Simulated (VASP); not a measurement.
Al:

```
Al
1.0
     0.00000    2.78500    2.78500
     2.78500    0.00000    2.78500
     2.78500    2.78500    0.00000
Al
2
Direct
  0.00000 0.00000 0.00000
  0.25000 0.25000 0.25000
```

- Program: VASP 6.6.1
- Task: relaxation of cell and atoms
- Functional: PBE
- Potentials or basis: VASP PAW PBE potentials, release 64 (Al)
- Cutoff: 600 eV
- k mesh: 7 × 7 × 7
- Occupations: fermi-dirac, width 0.05 eV
- Spin: no spin polarisation

At the start: pressure 15.2 GPa; volume 21.60 Å³/atom.

Q: How do energy, volume and symmetry change on relaxing?

A: Over 5 steps the energy falls by 234.6 meV/atom and the volume is 27.65 Å³/atom (+28.0 %); space group Fd-3m (No. 227, to 0.05 Å).

The path:
```tsv
step	energy change (eV)	largest force (eV/Å)	pressure (GPa)	volume (Å³)
1	0.0000	0.0000	15.23	43.20
2	-0.4607	0.0000	-1.27	57.36
3	-0.4691	0.0000	0.11	55.14
4	-0.4691	0.0000	-0.07	55.40
5	-0.4692	0.0000	-0.01	55.31
```

Final structure:
```
CELL_PARAMETERS angstrom
0.00000 3.02401 3.02401
3.02401 0.00000 3.02401
3.02401 3.02401 0.00000
ATOMIC_POSITIONS crystal
Al 0.00000 0.00000 0.00000
Al 0.25000 0.25000 0.25000
```

Caveat: the volume moved by over 15 % at a fixed basis, so the end points are rough.
